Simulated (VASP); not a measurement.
# Mg32S33 (a cell with a defect) in VASP: single point with PBEsol

Aim: the single point of Mg32S33 (a cell with a defect) with PBEsol.

Program: VASP 6.6.1. These are calculated values, not measurements. Logs are shortened: lines on timing, memory, paths and dates and some standing lists are left out, and cuts for length are marked.

### Step 1. The cell of the first run

The cell holds a defect, 65 atoms: a = 10.364 Å, b = 10.364 Å, c = 10.364 Å, α = 90.00°, β = 90.00°, γ = 90.00°.

### Step 2. Single point, PBEsol, collinear spin

Input file INCAR:

```
PREC = Accurate
ENCUT = 400
EDIFF = 1E-6
ISMEAR = -1
SIGMA = 0.05
LREAL = Auto
LASPH = True
NELM = 200
ALGO = Normal
ISIF = 2
LWAVE = False
LCHARG = False
ISPIN = 2
MAGMOM = 0 0 0 0.111 0 0 0 0 0 0 0 0 0 0.111 0 0 0 0 0 0 0 0 0.111 0 0.111 0 0 0 0 0 0 0 0.111 0 0 0 0 0 0 0 0.111 0 0.111 0 0 0 0 0 0 0 0 0.111 0 0 0 0 0 0 0 0 0 0.111 0 0 0
LORBIT = 11
NUPDOWN = 1.0
GGA = PS
NBANDS = 173
NELECT = 261.0
ISYM = -1
GGA_COMPAT = False
```

Input file KPOINTS:

```
explicit points
1
Reciprocal
  0.25000000   0.25000000   0.25000000 1
```

Input file POSCAR:

```
Mg32S33
1.0
   10.3639610000      0.0000000000      0.0000000000
    0.0000000000     10.3639610000      0.0000000000
    0.0000000000      0.0000000000     10.3639610000
S Mg
33 32
Direct
    0.2519780000      0.9981570000      0.9980440000
    0.2519990000      0.9981140000      0.4979110000
    0.2520820000      0.4980860000      0.9981000000
    0.1931520000      0.5631530000      0.5354060000
    0.7519950000      0.9981790000      0.9979840000
    0.7519680000      0.9981890000      0.4979870000
    0.7520130000      0.4982090000      0.9980190000
    0.7520770000      0.4982420000      0.4979400000
    0.0023290000      0.2480550000      0.9992380000
    0.0012490000      0.2488860000      0.4989150000
    0.0020820000      0.7486230000      0.0009080000
    0.9964990000      0.7539310000      0.5010740000
    0.5018370000      0.2478160000      0.9950420000
    0.5078160000      0.2421060000      0.4948360000
    0.5017040000      0.7482600000      0.9968070000
    0.5022510000      0.7477970000      0.4971000000
    0.0041850000      0.9978110000      0.2497950000
    0.0016190000      0.0002460000      0.7489360000
    0.0069740000      0.4977440000      0.2521760000
    0.9946040000      0.4985180000      0.7562080000
    0.5023630000      0.9961400000      0.2469300000
    0.4997530000      0.9985930000      0.7462810000
    0.5094770000      0.4979690000      0.2398930000
    0.4971790000      0.4986300000      0.7436830000
    0.2537730000      0.2429000000      0.2422620000
    0.2502510000      0.2512810000      0.7473850000
    0.2536290000      0.7449290000      0.2486310000
    0.2501790000      0.7533460000      0.7538310000
    0.7546130000      0.2477280000      0.2474540000
    0.7503790000      0.2488250000      0.7471110000
    0.7535450000      0.7475940000      0.2489920000
    0.7493720000      0.7486930000      0.7484160000
    0.3118860000      0.4318050000      0.4607090000
    0.0006620000      0.9982390000      0.9992650000
    0.9968280000      0.9977800000      0.4995490000
    0.9986100000      0.4983320000      0.0010580000
    0.9783930000      0.4915800000      0.4994190000
    0.5033210000      0.9981710000      0.9967550000
    0.5069470000      0.9985520000      0.4964170000
    0.5054850000      0.4980290000      0.9949870000
    0.5258330000      0.5057030000      0.4965560000
    0.2522720000      0.2464870000      0.9957820000
    0.2408610000      0.2222730000      0.5054650000
    0.2517240000      0.7497470000      0.0002430000
    0.2617900000      0.7737200000      0.4909640000
    0.7519330000      0.2476480000      0.9973670000
    0.7513270000      0.2440460000      0.4971170000
    0.7520010000      0.7487310000      0.9986400000
    0.7525190000      0.7524740000      0.4988750000
    0.2534350000      0.9955770000      0.2439700000
    0.2505890000      0.0005110000      0.7520910000
    0.2566740000      0.4977280000      0.2318560000
    0.2474540000      0.4985840000      0.7643960000
    0.7531720000      0.9976090000      0.2469360000
    0.7507350000      0.9988410000      0.7490500000
    0.7547500000      0.4975310000      0.2433050000
    0.7493850000      0.4988650000      0.7526970000
    0.0030260000      0.2470580000      0.2466670000
    0.9984980000      0.2496510000      0.7516450000
    0.0019720000      0.7482030000      0.2506250000
    0.9985050000      0.7497370000      0.7513480000
    0.5055100000      0.2466440000      0.2447630000
    0.5019320000      0.2481860000      0.7451580000
    0.5053300000      0.7468360000      0.2444580000
    0.5008670000      0.7493820000      0.7493620000
```

Potentials or basis: VASP PAW PBE potentials, release 64 (S, Mg).

Run with:

```console
$ cat potpaw_PBE.64/S/POTCAR potpaw_PBE.64/Mg/POTCAR > POTCAR
$ mpirun -np 1 vasp_std > vasp.out
```

OUTCAR:

```text
PREC = Accurate
   ENCUT = 400
   EDIFF = 1E-6
   ISMEAR = -1
   LREAL = Auto
   LASPH = True
   NELM = 200
   ISIF = 2
   ISPIN = 2
   LORBIT = 11
   NUPDOWN = 1.0
   GGA = PS
   NELECT = 261.0
   ISYM = -1

 ion  position               nearest neighbor table
   1  0.252  0.998  0.998-  50 2.55  51 2.55  42 2.57  44 2.57  34 2.60  38 2.60
   2  0.252  0.998  0.498-  43 2.33  45 2.33  50 2.63  51 2.63  39 2.64  35 2.64
   3  0.252  0.498  0.998-  53 2.42  52 2.42  42 2.61  44 2.61  40 2.63  36 2.63
   4  0.193  0.563  0.535-  33 1.99  45 2.34  37 2.38  53 2.53
   5  0.752  0.998  0.998-  34 2.58  38 2.58  55 2.58  54 2.58  48 2.59  46 2.59
   6  0.752  0.998  0.498-  35 2.54  39 2.54  49 2.55  47 2.55  54 2.60  55 2.60
   7  0.752  0.498  0.998-  56 2.54  57 2.54  40 2.56  36 2.56  48 2.60  46 2.60
   8  0.752  0.498  0.498-  41 2.35  37 2.35  47 2.63  49 2.63  56 2.64  57 2.64
   9  0.002  0.248  0.999-  58 2.56  59 2.57  34 2.59  42 2.59  36 2.59  46 2.60
  10  0.001  0.249  0.499-  43 2.50  37 2.53  47 2.59  35 2.60  58 2.61  59 2.62
[... 20 lines left out ...]
  31  0.754  0.748  0.249-  64 2.57  60 2.57  49 2.59  54 2.59  56 2.59  48 2.59
  32  0.749  0.749  0.748-  65 2.58  61 2.58  49 2.59  57 2.59  55 2.59  48 2.59
  33  0.312  0.432  0.461-   4 1.99  43 2.34  41 2.38  52 2.53
  34  0.001  0.998  0.999-   5 2.58  11 2.59   9 2.59  18 2.59  17 2.60   1 2.60  54 3.63  58 3.64
                            61 3.64  51 3.64  50 3.65  46 3.65  48 3.65  59 3.66
  35  0.997  0.998  0.500-  12 2.53   6 2.54  18 2.59  17 2.59  10 2.60   2 2.64  43 3.44  49 3.59
                            45 3.60  47 3.60  55 3.63  54 3.64  60 3.65
  36  0.999  0.498  0.001-  20 2.54   7 2.56   9 2.59  11 2.59  19 2.60   3 2.63  53 3.56  56 3.56
                            52 3.59  58 3.64  48 3.64  46 3.65  57 3.65  59 3.65
  37  0.978  0.492  0.499-   8 2.35   4 2.38  10 2.53  19 2.58  20 2.67  12 2.73  47 3.48  56 3.52
                            57 3.54  49 3.58  59 3.63  58 3.65
  38  0.503  0.998  0.997-   5 2.58  13 2.59  15 2.59  21 2.59  22 2.60   1 2.60  55 3.63  65 3.64
                            62 3.64  50 3.64  51 3.65  46 3.65  48 3.65  64 3.66
  39  0.507  0.999  0.496-  14 2.52   6 2.54  21 2.59  22 2.59  16 2.60   2 2.64  45 3.45  47 3.59
                            49 3.60  43 3.60  54 3.63  55 3.64  63 3.65
  40  0.505  0.498  0.995-  23 2.54   7 2.56  13 2.59  15 2.59  24 2.61   3 2.63  52 3.56  57 3.56
                            53 3.59  46 3.64  65 3.64  48 3.64  56 3.65  64 3.65
  41  0.526  0.506  0.497-   8 2.35  33 2.38  16 2.52  24 2.58  23 2.67  14 2.74  49 3.47  57 3.52
                            56 3.54  47 3.58  64 3.62  65 3.65
  42  0.252  0.246  0.996-  25 2.55   1 2.57  26 2.57  13 2.59   9 2.59   3 2.61  53 3.55  52 3.57
                            51 3.59  59 3.65
  43  0.241  0.222  0.505-   2 2.33  33 2.34  10 2.50  26 2.53  25 2.74  14 2.78  35 3.44  51 3.44
                            50 3.59  59 3.59  39 3.60  58 3.65
  44  0.252  0.750  0.000-  28 2.55   1 2.57  27 2.57  11 2.59  15 2.59   3 2.61  52 3.55  53 3.57
                            50 3.59  64 3.65  51 3.66
  45  0.262  0.774  0.491-   2 2.33   4 2.34  16 2.51  27 2.53  28 2.74  12 2.76  50 3.44  39 3.45
                            51 3.59  35 3.60  64 3.60  65 3.66
  46  0.752  0.248  0.997-   5 2.59  29 2.59  13 2.59  30 2.59   9 2.60   7 2.60  59 3.61  62 3.62
                            56 3.63  57 3.63  40 3.64  55 3.64  36 3.65  38 3.65  34 3.65
  47  0.751  0.244  0.497-  14 2.52   6 2.55  29 2.59  10 2.59  30 2.59   8 2.63  37 3.48  41 3.58
                            39 3.59  35 3.60  54 3.64  55 3.64  63 3.65  62 3.65
  48  0.752  0.749  0.999-   5 2.59  11 2.59  32 2.59  15 2.59  31 2.59   7 2.60  64 3.61  61 3.62
[... 21 lines left out ...]
  59  0.998  0.250  0.752-   9 2.57  30 2.57  20 2.58  18 2.59  26 2.61  10 2.62  43 3.59  46 3.61
                            37 3.63  42 3.65  36 3.65  53 3.65  57 3.65  55 3.65  34 3.66
  60  0.002  0.748  0.251-  31 2.57  17 2.59  11 2.59  19 2.60  12 2.60  27 2.61  49 3.65  56 3.65
                            54 3.65  35 3.65  50 3.66
  61  0.999  0.750  0.751-  32 2.58  11 2.59  12 2.59  18 2.60  20 2.60  28 2.61  48 3.62  34 3.64
                            55 3.64  49 3.65
  62  0.506  0.247  0.245-  29 2.58  13 2.59  14 2.59  21 2.60  23 2.61  25 2.61  46 3.62  38 3.64
                            54 3.64  47 3.65
  63  0.502  0.248  0.745-  30 2.57  22 2.59  13 2.59  14 2.60  24 2.60  26 2.61  47 3.65  55 3.65
                            57 3.65  39 3.65
  64  0.505  0.747  0.244-  15 2.57  31 2.57  23 2.58  21 2.58  27 2.61  16 2.62  45 3.60  48 3.61
                            41 3.62  44 3.65  52 3.65  40 3.65  54 3.65  56 3.65  38 3.66
  65  0.501  0.749  0.749-  15 2.56  32 2.58  22 2.58  28 2.60  24 2.60  16 2.61  38 3.64  40 3.64
                            41 3.65  45 3.66  57 3.66

IMPORTANT INFORMATION: All symmetrisations will be switched off!
NOSYMM: (Re-)initialisation of all symmetry stuff for point group C_1.

----------------------------------------------------------------------------------------

                                     Primitive cell

  volume of cell :    1113.2105

[... 193 lines left out ...]
  volume/ion in A,a.u.               =      17.13       115.57
  Fermi-wavevector in a.u.,A,eV,Ry     =   1.009476  1.907633 13.864899  1.019041
  Thomas-Fermi vector in A             =   2.142406
   LORBIT       =     11    0 simple, 1 ext, 2 COOP (PROOUT), +10 PAW based schemes
   GGA     = PS    functional components
   LHFCALC =     F    Hartree Fock is set to
   AEXX    =    0.0000 exact exchange contribution
   IVDW    =     0    specifies the selected vdW correction
   LEPSILON=     F    determine dielectric tensor
   LRPA    =     F    only Hartree local field effects (RPA)
 spin polarized calculation
  energy-cutoff  :      400.00
  volume of cell :     1113.21
 maximum number of plane-waves:     20186
 NGX is ok and might be reduce to    70
   NGX = 33   NGY = 33   NGZ = 33

 number of electron     261.0000005 magnetization       0.9999999

 Free energy of the ion-electron system (eV)
  ---------------------------------------------------
  ext. energy  EPLUGINS =         0.00000000
  ---------------------------------------------------
  free energy    TOTEN  =      -296.57007019 eV

  energy without entropy =     -296.55895644  energy(sigma->0) =     -296.56451331

 E-fermi :   4.0616     XC(G=0):  -9.9419

 val. band max:        3.9830644197   @ k =   0.2500   0.2500   0.2500
 cond. band min:       4.2535516811   @ k =   0.2500   0.2500   0.2500
 fundamental gap:      0.2704872614
 Fermi energy:         5.1962582975

 spin component 1

 k-point     1 :       0.2500    0.2500    0.2500
  band No.  band energies     occupation
      1     -11.4145      1.00000
      2      -8.6702      1.00000
      3      -8.4708      1.00000
      4      -8.3521      1.00000
      5      -8.2160      1.00000
      6      -8.0449      1.00000
[... 134 lines left out ...]
    141       8.5133      0.00000
    142       8.5590      0.00000
 Fermi energy:         4.0615798104

 spin component 2

 k-point     1 :       0.2500    0.2500    0.2500
  band No.  band energies     occupation
      1     -11.2599      1.00000
      2      -8.6545      1.00000
      3      -8.4320      1.00000
      4      -8.3451      1.00000
      5      -8.2050      1.00000
      6      -8.0189      1.00000
[... 134 lines left out ...]
    141       8.5330      0.00000
    142       8.5688      0.00000
 [bands above 142 left out]

------------------------ aborting loop because EDIFF is reached ----------------------------------------

  FORCE on cell =-STRESS in cart. coord.  units (eV):
  Direction    XX          YY          ZZ          XY          YZ          ZX
  --------------------------------------------------------------------------------------
  -------------------------------------------------------------------------------------
  Total        6.4493540      6.2005955      2.1139529     -3.4100658     -1.9129880     -6.4561775
  in kB        9.2821694      8.9241461      3.0424859     -4.9079037     -2.7532492     -9.2919900
  external PRESSURE =       7.0829338 kB  Pullay stress =       0.0000000 kB

 VOLUME and BASIS-vectors are now :
 -----------------------------------------------------------------------------
  energy-cutoff  :      400.00
  volume of cell :     1113.21
      direct lattice vectors                 reciprocal lattice vectors
    10.363961000  0.000000000  0.000000000     0.096488206  0.000000000  0.000000000
     0.000000000 10.363961000  0.000000000     0.000000000  0.096488206  0.000000000
     0.000000000  0.000000000 10.363961000     0.000000000  0.000000000  0.096488206

 POSITION                                       TOTAL-FORCE (eV/Angst)
 -----------------------------------------------------------------------------------
      2.61149     10.34486     10.34369        -0.000376     -0.000919      0.000306
      2.61171     10.34441      5.16033        -0.000991     -0.004958      0.003372
      2.61257      5.16214     10.34427        -0.002487      0.003200     -0.002372
      2.00182      5.83650      5.54893         0.060112     -0.073094     -0.038954
      7.79365     10.34509     10.34307         0.000174     -0.000262      0.000026
      7.79337     10.34519      5.16112        -0.000741     -0.000208      0.000507
[... 57 lines left out ...]
      5.23722      7.74018      2.53355         0.000455     -0.004802     -0.002965
      5.19097      7.76657      7.76636        -0.004920      0.001012      0.000980
 -----------------------------------------------------------------------------------
    total drift:                                0.003721     -0.012613      0.003826

  FREE ENERGIE OF THE ION-ELECTRON SYSTEM (eV)
  ---------------------------------------------------
  free  energy   TOTEN  =      -296.5700701893 eV

  energy  without entropy=     -296.5589564385  energy(sigma->0) =     -296.56451331

 total charge

# of ion       s       p       d       tot
------------------------------------------
    1        1.311   2.479   0.000   3.789
    2        1.309   2.525   0.000   3.835
    3        1.308   2.505   0.000   3.813
    4        1.363   2.394   0.000   3.757
    5        1.308   2.483   0.000   3.791
    6        1.310   2.490   0.000   3.799
[... 57 lines left out ...]
   64        0.138   0.132   0.041   0.311
   65        0.138   0.131   0.041   0.310
--------------------------------------------------
tot         47.848  86.019   1.368 135.236

 magnetization (x)

# of ion       s       p       d       tot
------------------------------------------
    1        0.001   0.038   0.000   0.039
    2       -0.000   0.000   0.000  -0.000
    3        0.000   0.000   0.000   0.000
    4        0.004   0.138   0.000   0.142
    5        0.000   0.001   0.000   0.001
    6        0.000  -0.000   0.000   0.000
[... 57 lines left out ...]
   64       -0.000  -0.000   0.000  -0.000
   65       -0.000  -0.000   0.000  -0.000
--------------------------------------------------
tot          0.027   0.603   0.007   0.637
```

Run time: 8.2 min. Hardware: 1 thread of AMD EPYC 7R13 (Zen 3), shared host; peak memory 0.99 GiB.

What came out:

```yaml
Free_energy: -296.5701 eV
Largest_force: 0.115 eV/Å
Net_moment: 1.00 μB per cell
Site_moments: S +0.04, -0.00, +0.00, +0.14, +0.03, +0.01, +0.08 (each value once); Mg +0.00, -0.00 (each value once) μB
Valence_electrons_inside_the_program's_atomic_spheres: S 3.79, 3.83, 3.81, 3.76, 3.80, 3.77, 3.78, 3.75 (each value once); Mg 0.31, 0.32, 0.36, 0.37, 0.33 (each value once)
```

Forces in eV/Å, atoms in the order of the input:
```
S    0.000 -0.001  0.000
S   -0.001 -0.005  0.003
S   -0.002  0.003 -0.002
S    0.060 -0.073 -0.039
S    0.000  0.000  0.000
S   -0.001  0.000  0.001
S    0.001  0.000  0.000
S   -0.002 -0.001  0.002
S   -0.003  0.003 -0.002
S    0.000 -0.006 -0.001
S   -0.003  0.000  0.001
S   -0.016  0.013  0.002
S    0.005 -0.001  0.002
S    0.011 -0.007  0.003
S    0.001  0.000  0.000
S    0.000  0.005  0.000
S   -0.001 -0.002  0.001
S   -0.001  0.002  0.000
S   -0.001 -0.003 -0.003
S   -0.004  0.001 -0.002
S    0.002 -0.002  0.002
S    0.002  0.002 -0.003
S    0.003 -0.001 -0.001
S   -0.002  0.004  0.008
S   -0.006 -0.010 -0.014
S    0.000 -0.001  0.001
S    0.001  0.003  0.004
S    0.004  0.011  0.013
S   -0.005  0.003  0.003
S    0.001 -0.001 -0.001
S    0.001  0.000 -0.002
S    0.004 -0.003 -0.001
S   -0.069  0.086  0.032
Mg   0.004  0.001  0.000
Mg  -0.002 -0.004  0.000
Mg  -0.001 -0.002 -0.003
Mg   0.005 -0.004 -0.001
Mg  -0.004 -0.002 -0.002
Mg   0.004  0.003  0.003
Mg  -0.002  0.002  0.002
Mg  -0.002 -0.007  0.003
Mg   0.000 -0.006  0.009
Mg   0.008  0.006 -0.002
Mg   0.001  0.005 -0.006
Mg   0.004 -0.007 -0.003
Mg   0.003 -0.001 -0.002
Mg   0.000 -0.003  0.003
Mg  -0.001 -0.001  0.003
Mg   0.007  0.004 -0.001
Mg   0.000  0.009 -0.007
Mg   0.001 -0.003  0.007
Mg   0.003 -0.009  0.008
Mg  -0.005  0.010 -0.007
Mg   0.004 -0.001  0.000
Mg   0.000  0.001 -0.002
Mg  -0.002  0.002 -0.001
Mg  -0.001  0.000  0.003
Mg   0.005 -0.005 -0.004
Mg   0.001  0.001 -0.001
Mg  -0.003  0.002  0.006
Mg   0.006 -0.002 -0.005
Mg  -0.007 -0.002 -0.003
Mg   0.001 -0.003 -0.002
Mg   0.000 -0.005 -0.003
Mg  -0.005  0.001  0.001
```

Caveat: the cell carries a net charge on a neutralising background, which shifts energy and pressure; the cell is charged against a uniform background, so pressure and absolute levels hang on convention; the PAW data sets were made with another functional, which shifts forces and pressure a little; the total moment is fixed, so each spin has its own Fermi level and the state may be an excited one.
